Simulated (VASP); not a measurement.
# CdS (P6_3mc) in VASP: a series of runs

CdS is run at these levels: PBE; tasks: relaxation of shape and atoms at fixed volume.

Program: VASP 6.6.1. These are calculated values, not measurements. Logs are shortened: lines on timing, memory, paths and dates and some standing lists are left out, and cuts for length are marked.

**1. The cell of the first run**

Symmetry: P6_3mc, No. 186, hexagonal system. Conventional cell: a = 4.239 Å, b = 4.239 Å, c = 6.896 Å, α = 90.00°, β = 90.00°, γ = 120.00°. Within 3.4 Å of Cd (site symmetry 3m) lie 4 S at 2.59 to 2.60 Å. S (site symmetry 3m) has 4 Cd at 2.59 to 2.60 Å within 3.4 Å.

**2. Relaxation of shape and atoms at fixed volume, PBE (26.82 Å³/atom)**

The input, INCAR:

```
PREC = Accurate ; ENCUT = 600
EDIFF = 1E-6 ; ISMEAR = 0
SIGMA = 0.02 ; LREAL = F
LASPH = T ; NELM = 60
ALGO = Normal ; ISIF = 4
LWAVE = F ; LCHARG = F
GGA = PE ; IBRION = 2
NSW = 50 ; EDIFFG = -0.01
```

The input, KPOINTS:

```
Automatic mesh
0
Gamma
  6 6 4
```

The input, POSCAR:

```
CdS
1.0
    4.2385158404      0.0000000000      0.0000000000
   -2.1192579202      3.6706623921      0.0000000000
    0.0000000000      0.0000000000      6.8955181404
Cd S
2 2
Direct
    0.3333333333      0.6666666667     -0.0008015542
    0.6666666667      0.3333333333      0.4991984458
    0.3333333333      0.6666666667      0.3758015542
    0.6666666667      0.3333333333      0.8758015542
```

Potentials or basis: VASP PAW PBE potentials, release 64 (Cd, S).

Run with:

```console
$ cat potpaw_PBE.64/Cd/POTCAR potpaw_PBE.64/S/POTCAR > POTCAR
$ mpirun -np 1 vasp_std > vasp.out
```

OUTCAR:

```text
PREC = Accurate
   ENCUT = 600
   EDIFF = 1E-6
   ISMEAR = 0
   LREAL = F
   LASPH = T
   NELM = 60
   ISIF = 4
   GGA = PE
   IBRION = 2
   NSW = 50
   EDIFFG = -0.01

 ion  position               nearest neighbor table
   1  0.333  0.667  0.999-   4 2.59   4 2.59   4 2.59   3 2.60
   2  0.667  0.333  0.499-   3 2.59   3 2.59   3 2.59   4 2.60
   3  0.333  0.667  0.376-   2 2.59   2 2.59   2 2.59   1 2.60
   4  0.667  0.333  0.876-   1 2.59   1 2.59   1 2.59   2 2.60

  LATTYP: Found a hexagonal cell.
 ALAT       =     4.2385158404
 C/A-ratio  =     1.6268709143

  Lattice vectors:

 A1 = (   4.2385158404,   0.0000000000,   0.0000000000)
 A2 = (  -2.1192579202,   3.6706623921,   0.0000000000)
 A3 = (   0.0000000000,   0.0000000000,   6.8955181404)

Analysis of symmetry for initial positions (statically):
=====================================================================
 Subroutine PRICEL returns:
 Original cell was already a primitive cell.

 Routine SETGRP: Setting up the symmetry group for a
 hexagonal supercell.

 Subroutine GETGRP returns: Found 12 space group operations
 (whereof  6 operations were pure point group operations)
 out of a pool of 24 trial point group operations.

The static configuration has the point symmetry C_3v.
 The point group associated with its full space group is C_6v.

Analysis of symmetry for dynamics (positions and initial velocities):
=====================================================================
 Subroutine PRICEL returns:
 Original cell was already a primitive cell.

 Routine SETGRP: Setting up the symmetry group for a
 hexagonal supercell.

 Subroutine GETGRP returns: Found 12 space group operations
 (whereof  6 operations were pure point group operations)
 out of a pool of 24 trial point group operations.

The dynamic configuration has the point symmetry C_3v.
 The point group associated with its full space group is C_6v.

 Subroutine INISYM returns: Found 12 space group operations
 (whereof  6 operations are pure point group operations),
 and found     1 'primitive' translations

----------------------------------------------------------------------------------------

                                     Primitive cell

  volume of cell :     107.2816

  direct lattice vectors                    reciprocal lattice vectors
     4.238515840  0.000000000  0.000000000     0.235931642  0.136215197  0.000000000
    -2.119257920  3.670662392  0.000000000     0.000000000  0.272430394  0.000000000
     0.000000000  0.000000000  6.895518140     0.000000000  0.000000000  0.145021734

  length of vectors
     4.238515840  4.238515840  6.895518140     0.272430394  0.272430394  0.145021734

  position of ions in fractional coordinates (direct lattice)
     0.333333333  0.666666667  0.999198446
     0.666666667  0.333333333  0.499198446
     0.333333333  0.666666667  0.375801554
     0.666666667  0.333333333  0.875801554

  ion indices of the primitive-cell ions
   primitive index   ion index
                 1           1
                 2           2
                 3           3
                 4           4

----------------------------------------------------------------------------------------

 KPOINTS: Automatic mesh

Automatic generation of k-mesh.
 Grid dimensions read from file:
 generate k-points for:    6    6    4

 Generating k-lattice:

  Cartesian coordinates                     Fractional coordinates (reciprocal lattice)
     0.039321940  0.022702533  0.000000000     0.166666667 -0.000000000  0.000000000
     0.000000000  0.045405066  0.000000000     0.000000000  0.166666667  0.000000000
     0.000000000  0.000000000  0.036255434     0.000000000  0.000000000  0.250000000

  Length of vectors
     0.045405066  0.045405066  0.036255434

  Shift w.r.t. Gamma in fractional coordinates (k-lattice)
     0.000000000  0.000000000  0.000000000

 Subroutine IBZKPT returns following result:
 ===========================================

 Found     21 irreducible k-points:

 Following reciprocal coordinates:
            Coordinates               Weight
  0.000000  0.000000  0.000000      1.000000
  0.166667  0.000000  0.000000      6.000000
  0.333333  0.000000  0.000000      6.000000
  0.500000  0.000000  0.000000      3.000000
  0.166667  0.166667  0.000000      6.000000
  0.333333  0.166667  0.000000     12.000000
[... 13 lines left out ...]
  0.333333  0.166667  0.500000     12.000000
  0.333333  0.333333  0.500000      2.000000
   k-points           NKPTS =     21   k-points in BZ     NKDIM =     21   number of bands    NBANDS=     22
   number of dos      NEDOS =    301   number of ions     NIONS =      4
   total plane-waves  NPLWV =  72576
   dimension x,y,z NGX =    36 NGY =   36 NGZ =   56
   dimension x,y,z NGXF=    72 NGYF=   72 NGZF=  112
   ions per type =               2   2
   NGX,Y,Z   is equivalent  to a cutoff of  14.12, 14.12, 13.50 a.u.
   NGXF,Y,Z  is equivalent  to a cutoff of  28.24, 28.24, 27.00 a.u.
 SYSTEM =  unknown system
   PREC   = accura    normal or accurate (medium, high low for compatibility)
   ISTART =      0    job   : 0-new  1-cont  2-samecut
   ICHARG =      2    charge: 1-file 2-atom 10-const
   ISPIN  =      1    spin polarized calculation?
   LNONCOLLINEAR =      F non collinear calculations
   LSORBIT =      F    spin-orbit coupling
   LASPH  =      T    aspherical Exc in radial PAW
   ENCUT  =  600.0 eV  44.10 Ry    6.64 a.u.   8.47  8.47 13.77*2*pi/ulx,y,z
   NELM   =     60;   NELMIN=  2; NELMDL= -5     # of ELM steps
   EDIFF  = 0.1E-05   stopping-criterion for ELM
   LREAL  =      F    real-space projection
   EDIFFG = -.1E-01   stopping-criterion for IOM
   NSW    =     50    number of steps for IOM
   IBRION =      2    ionic relax: 0-MD 1-quasi-New 2-CG
   NFREE  =      1    steps in history (QN), initial steepest desc. (CG)
   ISIF   =      4    stress and relaxation
   ISYM   =      2    0-nonsym 1-usesym 2-fastsym
   POTIM  = 0.5000    time-step for ionic-motion
   TEBEG  =    0.0;   TEEND  =   0.0 temperature during run
   PSTRESS=    0.0 pullay stress
   NELECT =      36.0000    total number of electrons
   NUPDOWN=      -1.0000    fix difference up-down
   EMIN   =  10.00;   EMAX   =-10.00  energy-range for DOS
   EFERMI =   0.00;   METHOD = LEGACY
   ISMEAR =     0;   SIGMA  =   0.02  broadening in eV -4-tet -1-fermi 0-gaus
   EFERMI_NEDOS =   21; number of points for ismear=-14 and -15
   IALGO  =     38    algorithm
   IMIX   =      4    mixing-type and parameters
     AMIX     =   0.40;   BMIX     =  1.00
     AMIX_MAG =   1.60;   BMIX_MAG =  1.00
  volume/ion in A,a.u.               =      26.82       180.99
  Fermi-wavevector in a.u.,A,eV,Ry     =   1.137629  2.149807 17.608653  1.294199
  Thomas-Fermi vector in A             =   2.274334
   LORBIT       =      0    0 simple, 1 ext, 2 COOP (PROOUT), +10 PAW based schemes
   GGA     = PE    functional components
   LHFCALC =     F    Hartree Fock is set to
   AEXX    =    0.0000 exact exchange contribution
   IVDW    =     0    specifies the selected vdW correction
   LEPSILON=     F    determine dielectric tensor
   LRPA    =     F    only Hartree local field effects (RPA)
 conjugate gradient relaxation of ions
 non-spin polarized calculation
 Gauss-broadening in eV      SIGMA  =   0.02
  energy-cutoff  :      600.00
  volume of cell :      107.28
 maximum number of plane-waves:      3628
 NGX is ok and might be reduce to    36
   NGX = 17   NGY = 17   NGZ = 27

 number of electron      36.0000009 magnetization

 Free energy of the ion-electron system (eV)
  ---------------------------------------------------
  ext. energy  EPLUGINS =         0.00000000
  ---------------------------------------------------
  free energy    TOTEN  =       -12.28812023 eV

  energy without entropy =      -12.28812023  energy(sigma->0) =      -12.28812023

 E-fermi :   0.8222     XC(G=0):  -8.7833

 val. band max:        0.6796892397   @ k =   0.0000   0.0000   0.0000
 cond. band min:       1.7212130789   @ k =   0.0000   0.0000   0.0000
 fundamental gap:      1.0415238392
 Fermi energy:         0.8221914371

 k-point     1 :       0.0000    0.0000    0.0000
  band No.  band energies     occupation
      1     -11.2460      2.00000
      2     -10.8840      2.00000
      3      -6.7866      2.00000
      4      -6.7812      2.00000
      5      -6.7812      2.00000
      6      -6.7129      2.00000
[... 14 lines left out ...]
     21       7.1555      0.00000
     22       7.1555      0.00000

 k-point     2 :       0.1667    0.0000    0.0000
  band No.  band energies     occupation
      1     -11.1661      2.00000
      2     -10.8495      2.00000
      3      -6.7607      2.00000
      4      -6.7505      2.00000
      5      -6.7135      2.00000
      6      -6.6723      2.00000
[... 14 lines left out ...]
     21       6.4575      0.00000
     22       7.4546      0.00000

 k-point     3 :       0.3333    0.0000    0.0000
  band No.  band energies     occupation
      1     -10.9939      2.00000
      2     -10.7921      2.00000
      3      -6.7157      2.00000
      4      -6.7036      2.00000
      5      -6.5965      2.00000
      6      -6.5824      2.00000
[... 14 lines left out ...]
     21       6.0247      0.00000
     22       6.7897      0.00000

 k-point     4 :       0.5000    0.0000    0.0000
  band No.  band energies     occupation
      1     -10.8923      2.00000
      2     -10.7788      2.00000
      3      -6.7015      2.00000
      4      -6.6892      2.00000
      5      -6.5418      2.00000
      6      -6.5335      2.00000
[... 14 lines left out ...]
     21       5.8102      0.00000
     22       6.8301      0.00000

 k-point     5 :       0.1667    0.1667    0.0000
  band No.  band energies     occupation
      1     -11.0395      2.00000
      2     -10.8044      2.00000
      3      -6.7218      2.00000
      4      -6.7139      2.00000
      5      -6.6220      2.00000
      6      -6.6176      2.00000
[... 14 lines left out ...]
     21       6.2531      0.00000
     22       6.5271      0.00000

 k-point     6 :       0.3333    0.1667    0.0000
  band No.  band energies     occupation
      1     -10.8935      2.00000
      2     -10.7791      2.00000
      3      -6.7125      2.00000
      4      -6.6657      2.00000
      5      -6.5590      2.00000
      6      -6.5489      2.00000
[... 14 lines left out ...]
     21       5.7881      0.00000
     22       6.8456      0.00000

 k-point     7 :       0.3333    0.3333    0.0000
  band No.  band energies     occupation
      1     -10.8086      2.00000
      2     -10.8086      2.00000
      3      -6.7253      2.00000
      4      -6.5867      2.00000
      5      -6.5867      2.00000
      6      -6.5379      2.00000
[... 249 lines left out ...]
      6      -6.6415      2.00000
[... 14 lines left out ...]
     21       6.0392      0.00000
     22       6.0392      0.00000

 k-point    18 :       0.5000    0.0000    0.5000
  band No.  band energies     occupation
      1     -10.8275      2.00000
      2     -10.8275      2.00000
      3      -6.6729      2.00000
      4      -6.6729      2.00000
      5      -6.6115      2.00000
      6      -6.6115      2.00000
[... 14 lines left out ...]
     21       6.0063      0.00000
     22       6.0063      0.00000

 k-point    19 :       0.1667    0.1667    0.5000
  band No.  band energies     occupation
      1     -10.9153      2.00000
      2     -10.9153      2.00000
      3      -6.6790      2.00000
      4      -6.6790      2.00000
      5      -6.6568      2.00000
      6      -6.6568      2.00000
[... 14 lines left out ...]
     21       6.0523      0.00000
     22       6.0523      0.00000

 k-point    20 :       0.3333    0.1667    0.5000
  band No.  band energies     occupation
      1     -10.8283      2.00000
      2     -10.8283      2.00000
      3      -6.6539      2.00000
      4      -6.6539      2.00000
      5      -6.6189      2.00000
      6      -6.6189      2.00000
[... 14 lines left out ...]
     21       6.2942      0.00000
     22       6.2942      0.00000

 k-point    21 :       0.3333    0.3333    0.5000
  band No.  band energies     occupation
      1     -10.8002      2.00000
      2     -10.8002      2.00000
      3      -6.6298      2.00000
      4      -6.6298      2.00000
      5      -6.6180      2.00000
      6      -6.6180      2.00000
[... 14 lines left out ...]
     21       6.7881      0.00000
     22       6.7881      0.00000

------------------------ aborting loop because EDIFF is reached ----------------------------------------

  FORCE on cell =-STRESS in cart. coord.  units (eV):
  Direction    XX          YY          ZZ          XY          YZ          ZX
  --------------------------------------------------------------------------------------
  -------------------------------------------------------------------------------------
  Total       -0.8398302     -0.8398302     -0.8346138      0.0000000      0.0000000      0.0000000
  in kB      -12.5422920    -12.5422920    -12.4643882      0.0000000      0.0000000      0.0000000
  external PRESSURE =     -12.5163241 kB  Pullay stress =       0.0000000 kB

 VOLUME and BASIS-vectors are now :
 -----------------------------------------------------------------------------
  energy-cutoff  :      600.00
  volume of cell :      107.28
      direct lattice vectors                 reciprocal lattice vectors
     4.238515840  0.000000000  0.000000000     0.235931642  0.136215197  0.000000000
    -2.119257920  3.670662392  0.000000000     0.000000000  0.272430394  0.000000000
     0.000000000  0.000000000  6.895518140     0.000000000  0.000000000  0.145021734

 POSITION                                       TOTAL-FORCE (eV/Angst)
 -----------------------------------------------------------------------------------
     -0.00000      2.44711      6.88999         0.000000      0.000000     -0.000767
      2.11926      1.22355      3.44223         0.000000     -0.000000     -0.000767
     -0.00000      2.44711      2.59135        -0.000000      0.000000      0.000767
      2.11926      1.22355      6.03911        -0.000000     -0.000000      0.000767
 -----------------------------------------------------------------------------------
    total drift:                               -0.000000     -0.000000      0.001021

  FREE ENERGIE OF THE ION-ELECTRON SYSTEM (eV)
  ---------------------------------------------------
  free  energy   TOTEN  =       -12.2881202279 eV

  energy  without entropy=      -12.2881202279  energy(sigma->0) =      -12.28812023

 reached required accuracy - stopping structural energy minimisation
```

Run time: 94 s. Hardware: 1 thread of Intel Xeon 8259CL, shared host; peak memory 0.27 GiB.

Results:

```
Free energy             : -12.2881 eV
Pressure after relaxing : -1.3 GPa
Band gap on the k mesh  : 1.04 eV
```

Final structure:
```
Cd S
1.0
     4.23852    0.00000    0.00000
    -2.11926    3.67066    0.00000
     0.00000    0.00000    6.89552
Cd S
2 2
Direct
  0.33333 0.66667 0.99920
  0.66667 0.33333 0.49920
  0.33333 0.66667 0.37580
  0.66667 0.33333 0.87580
```

(Part 1 of 2 ends here.)
